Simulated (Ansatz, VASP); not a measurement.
Mn: VASP beside Ansatz

```xyz
1
Lattice="0.0000 1.7605 1.7605 1.7605 0.0000 1.7605 1.7605 1.7605 0.0000" Properties=species:S:1:pos:R:3 pbc="T T T"
Mn    0.0000    0.0000    0.0000
```

Alike in both runs: functional revPBE; k mesh 15 × 15 × 15; occupations fermi-dirac, width 0.1 eV; no spin polarisation.

Ansatz relaxed the structure, and its values are those at the end. VASP's run is a single point on that final structure, the one shown.

|  | VASP | Ansatz |
| --- | --- | --- |
| version | VASP 6.6.1 | Ansatz 0.2.0 |
| potentials or method | VASP PAW PBE potentials, release 64 (Mn_pv), cutoff 520 eV | plane waves (420 eV) with PAW, scalar-relativistic |
| valence electrons in the cell | 13 | 15 |

|  | VASP | Ansatz | Ansatz less VASP |
| --- | --- | --- | --- |
| pressure (GPa) | 0.0 | 0.0 | +0.01 |

VASP's potentials were made for PBE, not for revPBE. The functional is the same, so the differences come from potentials, cutoffs and numerics. VASP's potentials hold 13 valence electrons a cell and Ansatz's 15, so a difference there can come from the potentials and not from the codes.
